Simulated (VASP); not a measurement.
Input of a VASP 6.6.1 run:

The input INCAR:

```
  PREC = Accurate
  ENCUT = 600
  EDIFF = 1E-6
  ISMEAR = -1
  SIGMA = 0.05
  LREAL = False
  LASPH = True
  NELM = 120
  ALGO = Normal
  ISIF = 2
  LWAVE = False
  LCHARG = True
  GGA = LIBXC
  LIBXC1 = GGA_X_B88
  LIBXC2 = GGA_C_PBE
  LELF = True
  LVHAR = True
  NBANDS = 11
  GGA_COMPAT = False
```

Contents of KPOINTS:

```
Automatic mesh
0
Gamma
  10 10 10
```

Contents of POSCAR:

```
SiC
1.0
    0.0000000000      2.1643753983      2.1643753983
    2.1643753983      0.0000000000      2.1643753983
    2.1643753983      2.1643753983      0.0000000000
Si C
1 1
Direct
    0.0000000000      0.0000000000      0.0000000000
    0.7500000000      0.7500000000      0.7500000000
```

Potentials or basis: VASP PAW PBE potentials, release 64 (Si, C).

Run with:

```console
$ cat potpaw_PBE.64/Si/POTCAR potpaw_PBE.64/C/POTCAR > POTCAR
$ mpirun -np 1 vasp_std > vasp.out
```

(1) Estimate the band gap on the k mesh.

(2) Estimate the pressure.

Results:

(1) 1.35 eV (least direct gap 4.57 eV).

(2) 7.9 GPa.

Caveat: the cell stands under pressure; the PAW data sets were made with another functional, which shifts forces and pressure a little.
